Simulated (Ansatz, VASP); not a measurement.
One calculation of Ir4Rh, two programs

```
Ir Rh
1.0
     0.00013   -0.00015   -4.44749
     0.00082    4.74720    0.00007
     6.85052   -2.37236   -0.00024
Ir Rh
8 2
Direct
  0.24997 0.53428 0.39955
  0.25002 0.73355 0.80030
  0.25004 0.93317 0.19960
  0.24999 0.13473 0.60037
  0.74996 0.46570 0.60045
  0.74998 0.86529 0.39964
  0.75000 0.06683 0.80039
  0.74998 0.26646 0.19971
  0.24999 0.33218 0.99998
  0.75007 0.66781 0.00002
```

Change from the starting cell: cell x1, atoms moved at random (sigma 0.1 Å) and cell strained at random (1.5 %), then relaxed without symmetry.

Alike in both runs: functional PBE; k mesh 6 × 6 × 6; occupations gaussian, width 0.2 eV; no spin polarisation.

Ansatz relaxed the structure, and its values are those at the end. VASP's run is a single point on that final structure, the one shown.

```csv
,VASP,Ansatz
version,VASP 6.6.1,Ansatz 0.2.0
potentials or method,"VASP PAW PBE potentials, release 64 (Ir, Rh_pv), cutoff 520 eV","scalar-relativistic, plane waves, PAW"
valence electrons in the cell,102,170
```

Ansatz gave:

```
gap on the k mesh at the Fermi level (eV) : none
pressure (GPa)                            : 0.0
rms of the force components (eV/Å)        : 0.005
```

Question: What did VASP give for the same quantities?

Answer: gap on the k mesh at the Fermi level (eV): none; pressure (GPa): 0.4; rms of the force components (eV/Å): 0.010.

A gap of «none» marks a metal or a gap that the smearing closes. VASP's potentials hold 102 valence electrons a cell and Ansatz's 170, so a difference there can come from the potentials and not from the codes.

Neither program's run includes spin-orbit coupling.
